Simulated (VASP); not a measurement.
The system is Sc.

```
Sc
1.0
     0.00000    3.19000    3.19000
     3.19000    0.00000    3.19000
     3.19000    3.19000    0.00000
Sc
2
Cartesian
  6.3800 6.3800 6.3800
  1.5950 1.5950 1.5950
```

This isn't the form of Sc at room conditions, which is hcp.

| Item | Value |
| --- | --- |
| Program | VASP 6.6.1 |
| Task | relaxation of cell and atoms |
| Functional | LDA |
| Potentials or basis | VASP PAW LDA potentials, release 64 (Sc_sv) |
| Cutoff | 500 eV |
| k mesh | 6 × 6 × 6 |
| Occupations | fermi-dirac, width 0.05 eV |
| Spin | no spin polarisation |

At the start: pressure -2.0 GPa; volume 32.46 Å³/atom.

Task: Where does the relaxation end?

Result: Over 5 steps the energy falls by 45.8 meV/atom and the volume is 27.03 Å³/atom (-16.7 %); space group Fd-3m (No. 227, to 0.1 Å) before and after.

Step by step:
| step | energy change (eV) | largest force (eV/Å) | pressure (GPa) | volume (Å³) |
| --- | --- | --- | --- | --- |
| 1 | 0.0000 | 0.0000 | -2.02 | 64.92 |
| 2 | -0.0418 | 0.0000 | -1.64 | 61.15 |
| 3 | -0.0735 | 0.0000 | 1.49 | 50.70 |
| 4 | -0.0908 | 0.0000 | -0.38 | 55.03 |
| 5 | -0.0916 | 0.0000 | 0.09 | 54.06 |

Final structure:
```
Sc
1.0
     0.00000    3.00120    3.00120
     3.00120    0.00000    3.00120
     3.00120    3.00120    0.00000
Sc
2
Direct
  0.00000 0.00000 0.00000
  0.25000 0.25000 0.25000
```

Caveat: the volume moved by over 15 % at a fixed basis, so the end points are rough.
